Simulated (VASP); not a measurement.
Input of a VASP 6.6.1 run:

The input INCAR:

```
PREC = Accurate
ENCUT = 520
EDIFF = 1E-6
ISMEAR = -1
SIGMA = 0.05
LREAL = F
LASPH = T
NELM = 60
ALGO = Normal
ISIF = 2
LWAVE = F
LCHARG = F
GGA = PS
IVDW = 12
NBANDS = 15
```

Contents of KPOINTS:

```
Automatic mesh
0
Gamma
  10 10 10
```

POSCAR

```
TaN
1.0
    0.0000000000      2.1728025757      2.1728025757
    2.1728025757      0.0000000000      2.1728025757
    2.1728025757      2.1728025757      0.0000000000
Ta N
1 1
Direct
    0.5000000000      0.5000000000      0.5000000000
    0.0000000000      0.0000000000      0.0000000000
```

Potentials or basis: VASP PAW PBE potentials, release 64 (Ta_pv, N).

Command:

```bash
$ cat potpaw_PBE.64/Ta_pv/POTCAR potpaw_PBE.64/N/POTCAR > POTCAR
$ mpirun -np 1 vasp_std > vasp.out
```

**Question.** Predict the dispersion energy per atom.

**Answer.** -0.483 eV.

**Question.** What does it give for the band gap on the k mesh?

**Answer.** Zero (band 8 reaches 11.80 eV, above the bottom of band 9 at 7.55 eV).

Caveat: spin-orbit coupling is left out, which moves the levels of the heavy elements.
